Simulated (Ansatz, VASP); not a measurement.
**Sn: VASP beside Ansatz**

```
Sn
1.0
    -2.02919    2.02919    1.66076
     2.02919   -2.02919    1.66076
     2.02919    2.02919   -1.66076
Sn
1
Cartesian
  0.0000 0.0000 0.0000
```

Alike in both runs: task single point; functional PBEsol-based global hybrid with a share of 0.25 of exact exchange; k mesh 5 × 5 × 5; occupations fermi-dirac, width 0.05 eV; no spin polarisation.

```csv
,VASP,Ansatz
version,VASP 6.6.1,Ansatz 0.2.0
potentials or method,"VASP PAW PBE potentials, release 64 (Sn_d)",Ansatz PAW
plane-wave cutoff (eV),520,420
valence electrons in the cell,14,14
```

```csv
,VASP,Ansatz,Ansatz less VASP
gap on the k mesh at the Fermi level (eV),none,none,-
pressure (GPa),-1.1,-0.8,+0.24
"traceless stress, the component that is largest in VASP (GPa)",2.90,2.88,-0.022
```

VASP's potentials were made for PBE, not for PBEsol-based global hybrid. A gap of «none» marks a metal or a gap that the smearing closes. The functional is the same, so the differences come from potentials, cutoffs and numerics.

The k mesh is coarse, so the values compare programs but aren't converged.
